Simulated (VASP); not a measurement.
The system is Ga2GeSe2.

```xyz
5
Lattice="1.9259 1.1119 9.4339 -1.9259 1.1119 9.4339 0.0000 -2.2238 9.4339" Properties=species:S:1:pos:R:3 pbc="T T T"
Ga    0.0000    0.0000    6.2149
Ga    0.0000    0.0000   22.0867
Ge    0.0000    0.0000    0.0000
Se    0.0000    0.0000   17.2153
Se    0.0000    0.0000   11.0863
```

The cell was generated, and may not be a known phase.

```yaml
Program: VASP 6.6.1
Task: relaxation of cell and atoms
Functional: PBE
Potentials_or_basis: VASP PAW PBE potentials, release 64 (Ga_d, Ge_d, Se)
Cutoff: 600 eV
k_mesh: 4 × 4 × 4
Occupations: gaussian, width 0.15 eV
Spin: no spin polarisation
```

At the start: pressure 2.5 GPa; volume 24.24 Å³/atom.

Problem. How do energy, volume and symmetry change on relaxing?

Solution. Over 14 steps the energy falls by 79.5 meV/atom and the volume is 22.70 Å³/atom (-6.3 %); space group R-3m (No. 166, to 0.1 Å) before and after.

Step by step:
| step | energy change (eV) | largest force (eV/Å) | pressure (GPa) | volume (Å³) |
| --- | --- | --- | --- | --- |
| 1 | 0.0000 | 0.6125 | 2.51 | 121.21 |
| 2 | -0.0955 | 0.2085 | -0.18 | 127.98 |
| 3 | -0.0982 | 0.1273 | -0.67 | 129.50 |
| 4 | -0.1250 | 0.1529 | -0.56 | 128.63 |
| 5 | -0.1739 | 0.3091 | -0.25 | 126.06 |
| 6 | -0.1496 | 0.8046 | 0.50 | 120.18 |
| 7 | -0.1852 | 0.4738 | 0.01 | 124.10 |
| 8 | -0.2159 | 0.4225 | -0.16 | 123.31 |
| 9 | -0.2847 | 0.3089 | -0.61 | 120.78 |
| 10 | -0.2422 | 0.2356 | -0.46 | 114.99 |
| 11 | -0.2948 | 0.3245 | -0.67 | 118.81 |
| 12 | -0.3443 | 0.2824 | -0.18 | 115.95 |
| 13 | -0.3761 | 0.1775 | 0.97 | 111.23 |
| 14 | -0.3977 | 0.0664 | -0.15 | 113.52 |

Final structure:
```xyz
5
Lattice="2.0387 1.1770 7.8844 -2.0387 1.1770 7.8844 0.0000 -2.3541 7.8844" Properties=species:S:1:pos:R:3 pbc="T T T"
Ga    0.0000    0.0000    4.8177
Ga    0.0000    0.0000   18.8354
Ge    0.0000    0.0000    0.0000
Se    0.0000    0.0000   14.1728
Se    0.0000    0.0000    9.4803
```

Caveat: the k points lie up to 0.45 Å⁻¹ apart in the final cell; a cell axis changed by over 15 % at a fixed basis, so the end point is rough; the relaxation stopped at a loose force limit of 0.08 eV/Å, so its end isn't a converged minimum.
